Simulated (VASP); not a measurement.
# CdS (I-4m2) in VASP: single point with HSE06

Aim: the single point of CdS with HSE06.

All numbers are computed with VASP 6.6.1; they aren't measurements. Logs are shortened: lines on timing, memory, paths and dates and some standing lists are left out, and cuts for length are marked.

### Step 1. The cell of the first run

It takes space group I-4m2 (No. 119, tetragonal). Conventional cell: a = 4.157 Å, b = 4.157 Å, c = 5.585 Å, α = 90.00°, β = 90.00°, γ = 90.00°. Within 3.3 Å of Cd (site symmetry -4m2) lie 4 S at 2.50 Å. S (site symmetry -4m2) has 4 Cd at 2.50 Å within 3.3 Å.

### Step 2. Single point, HSE06 (uniaxial z strain -5.0%)

POSCAR

```
CdS
1.0
    0.0000000000      2.9392148365      2.7922540947
    2.9392148365      0.0000000000      2.7922540947
    2.9392148365      2.9392148365      0.0000000000
Cd S
1 1
Direct
    0.0000000000      0.0000000000      0.0000000000
    0.2500000000      0.2500000000      0.2500000000
```

INCAR.step1

```
PREC = Accurate
ENCUT = 520
EDIFF = 1E-5
ISMEAR = 0
SIGMA = 0.01
LREAL = False
LASPH = True
NELM = 100
ALGO = Normal
ISIF = 2
LWAVE = True
LCHARG = False
GGA = PE
NBANDS = 16
KPAR = 4
```

INCAR.step2

```
PREC = Accurate
ENCUT = 520
EDIFF = 1E-6
ISMEAR = 0
SIGMA = 0.01
LREAL = False
LASPH = True
NELM = 100
ALGO = Normal
ISIF = 2
LWAVE = False
LCHARG = False
GGA = PE
LHFCALC = True
HFSCREEN = 0.2079
PRECFOCK = Normal
ISTART = 1
NBANDS = 16
KPAR = 4
```

KPOINTS

```
Automatic mesh
0
Gamma
  6 6 6
```

Potentials or basis: VASP PAW PBE potentials, release 64 (Cd, S).

Launch:

```sh
cat potpaw_PBE.64/Cd/POTCAR potpaw_PBE.64/S/POTCAR > POTCAR
cp INCAR.step1 INCAR
mpirun -np 4 vasp_std > vasp.out
cp INCAR.step2 INCAR
mpirun -np 4 vasp_std > vasp.out
```

OUTCAR:

```text
PREC = Accurate
   ENCUT = 520
   EDIFF = 1E-6
   ISMEAR = 0
   LREAL = False
   LASPH = True
   NELM = 100
   ISIF = 2
   GGA = PE
   LHFCALC = True
   HFSCREEN = 0.2079
   PRECFOCK = Normal
   ISTART = 1

 ion  position               nearest neighbor table
   1  0.000  0.000  0.000-   2 2.50   2 2.50   2 2.50   2 2.50
   2  0.250  0.250  0.250-   1 2.50   1 2.50   1 2.50   1 2.50

  LATTYP: Found a body centered tetragonal cell.
 ALAT       =     4.1566774845
 C/A-ratio  =     1.3435028843

  Lattice vectors:

 A1 = (   0.0000000000,  -2.9392148365,  -2.7922540947)
 A2 = (   0.0000000000,   2.9392148365,  -2.7922540947)
 A3 = (   2.9392148365,   0.0000000000,   2.7922540947)

Analysis of symmetry for initial positions (statically):
=====================================================================
 Subroutine PRICEL returns:
 Original cell was already a primitive cell.

 Routine SETGRP: Setting up the symmetry group for a
 body centered tetragonal supercell.

 Subroutine GETGRP returns: Found  8 space group operations
 (whereof  8 operations were pure point group operations)
 out of a pool of 16 trial point group operations.

The static configuration has the point symmetry D_2d.

Analysis of symmetry for dynamics (positions and initial velocities):
=====================================================================
 Subroutine PRICEL returns:
 Original cell was already a primitive cell.

 Routine SETGRP: Setting up the symmetry group for a
 body centered tetragonal supercell.

 Subroutine GETGRP returns: Found  8 space group operations
 (whereof  8 operations were pure point group operations)
 out of a pool of 16 trial point group operations.

The dynamic configuration has the point symmetry D_2d.

 Subroutine INISYM returns: Found  8 space group operations
 (whereof  8 operations are pure point group operations),
 and found     1 'primitive' translations

----------------------------------------------------------------------------------------

                                     Primitive cell

  volume of cell :      48.2445

  direct lattice vectors                    reciprocal lattice vectors
     0.000000000  2.939214837  2.792254095    -0.170113458  0.170113458  0.179066798
[... 85 lines left out ...]
   NELM   =    100;   NELMIN=  2; NELMDL=  0     # of ELM steps
   EDIFF  = 0.1E-05   stopping-criterion for ELM
   LREAL  =      F    real-space projection
   EDIFFG = 0.1E-04   stopping-criterion for IOM
   NSW    =      0    number of steps for IOM
   IBRION =     -1    ionic relax: 0-MD 1-quasi-New 2-CG
   NFREE  =      0    steps in history (QN), initial steepest desc. (CG)
   ISIF   =      2    stress and relaxation
   ISYM   =      3    0-nonsym 1-usesym 2-fastsym
   POTIM  = 0.5000    time-step for ionic-motion
   TEBEG  =    0.0;   TEEND  =   0.0 temperature during run
   PSTRESS=    0.0 pullay stress
   NELECT =      18.0000    total number of electrons
   NUPDOWN=      -1.0000    fix difference up-down
   EMIN   =  10.00;   EMAX   =-10.00  energy-range for DOS
   EFERMI =   0.00;   METHOD = LEGACY
   ISMEAR =     0;   SIGMA  =   0.01  broadening in eV -4-tet -1-fermi 0-gaus
   EFERMI_NEDOS =   21; number of points for ismear=-14 and -15
   IALGO  =     38    algorithm
   IMIX   =      1    mixing-type and parameters
     AMIX     =   0.40;   BMIX     =  1.00
     AMIX_MAG =   1.60;   BMIX_MAG =  1.00
  volume/ion in A,a.u.               =      24.12       162.78
  Fermi-wavevector in a.u.,A,eV,Ry     =   1.178555  2.227146 18.898377  1.388992
  Thomas-Fermi vector in A             =   2.314882
   LORBIT       =      0    0 simple, 1 ext, 2 COOP (PROOUT), +10 PAW based schemes
   GGA     = PE    functional components
   LHFCALC =     T    Hartree Fock is set to
   PRECFOCK=normal    Normal, Fast or Accurate (Low or Medium for compatibility)
   ENCUT4O =  -1.0   cutoff for four orbital integrals eV
   NKREDX  =     1    reduce k-point grid by
   NKREDY  =     1    reduce k-point grid by
   NKREDZ  =     1    reduce k-point grid by
   AEXX    =    0.2500 exact exchange contribution
   HFSCREEN=    0.2079 screening length (either q_TF or 0.3 A-1)
   HFSCREENC=   0.2079 screening length for correlation (either q_TF or 0.3 A-1)
   ENCUTFOCK=  -1.0 apply spherical cutoff to Coloumb kernel
   IVDW    =     0    specifies the selected vdW correction
   LEPSILON=     F    determine dielectric tensor
   LRPA    =     F    only Hartree local field effects (RPA)
 non-spin polarized calculation
 Gauss-broadening in eV      SIGMA  =   0.01
  energy-cutoff  :      520.00
  volume of cell :       48.24
 maximum number of plane-waves:      1318
  NGX = 24; NGY = 24; NGZ = 24

 number of electron      18.0000001 magnetization

 Free energy of the ion-electron system (eV)
  ---------------------------------------------------
  ext. energy  EPLUGINS =         0.00000000
  ---------------------------------------------------
  free energy    TOTEN  =        -7.58082031 eV

  energy without entropy =       -7.58082031  energy(sigma->0) =       -7.58082031

 E-fermi :   1.0514     XC(G=0):  -7.6989

 val. band max:        0.9962624137   @ k =   0.0000   0.0000   0.0000
 cond. band min:       3.1353540938   @ k =   0.0000   0.0000   0.0000
 fundamental gap:      2.1390916801
 Fermi energy:         1.0513500521

 k-point     1 :       0.0000    0.0000    0.0000
  band No.  band energies     occupation
      1     -12.8387      2.00000
      2      -8.0523      2.00000
      3      -8.0522      2.00000
      4      -8.0243      2.00000
      5      -7.5336      2.00000
      6      -7.5120      2.00000
[... 433 lines left out ...]
      3      -7.7254      2.00000
      4      -7.6568      2.00000
      5      -7.4611      2.00000
      6      -7.0431      2.00000
[... 8 lines left out ...]
     15      15.0396      0.00000
     16      16.2790      0.00000

 [... further k-points ...]
[... 5 lines left out ...]
  --------------------------------------------------------------------------------------
  -------------------------------------------------------------------------------------
  Total        1.1193102      1.1193102      1.3376324      0.0000000      0.0000000      0.0000000
  in kB       37.1717893     37.1717893     44.4221703      0.0000000      0.0000000      0.0000000
  external PRESSURE =      39.5885830 kB  Pullay stress =       0.0000000 kB

 VOLUME and BASIS-vectors are now :
 -----------------------------------------------------------------------------
  energy-cutoff  :      520.00
  volume of cell :       48.24
      direct lattice vectors                 reciprocal lattice vectors
     0.000000000  2.939214837  2.792254095    -0.170113458  0.170113458  0.179066798
     2.939214837  0.000000000  2.792254095     0.170113458 -0.170113458  0.179066798
     2.939214837  2.939214837  0.000000000     0.170113458  0.170113458 -0.179066798

 POSITION                                       TOTAL-FORCE (eV/Angst)
 -----------------------------------------------------------------------------------
      0.00000      0.00000      0.00000         0.000000      0.000000      0.000000
      1.46961      1.46961      1.39613         0.000000      0.000000     -0.000000
 -----------------------------------------------------------------------------------
    total drift:                                0.000003      0.000003     -0.000006

  FREE ENERGIE OF THE ION-ELECTRON SYSTEM (eV)
  ---------------------------------------------------
  free  energy   TOTEN  =        -7.5808203110 eV

  energy  without entropy=       -7.5808203110  energy(sigma->0) =       -7.58082031
```

It took 27 min on 4 MPI ranks of AMD EPYC 7R43 (Zen 3), shared host; peak memory 0.27 GiB.

Results:

| Item | Value |
| --- | --- |
| Free energy | -7.5808 eV |
| Pressure | 4.0 GPa |
| Band gap on the k mesh | 2.14 eV |

Stress tensor (GPa, compression positive):
```
3.72 0.00 0.00
0.00 3.72 0.00
0.00 0.00 4.44
```

Caveat: the cell differs from its parent crystal (uniaxial z strain -5.0%); the cell stands under pressure; the structure was generated, so it needn't be the stable form of CdS; the PAW data sets were made with another functional, which shifts forces and pressure a little.
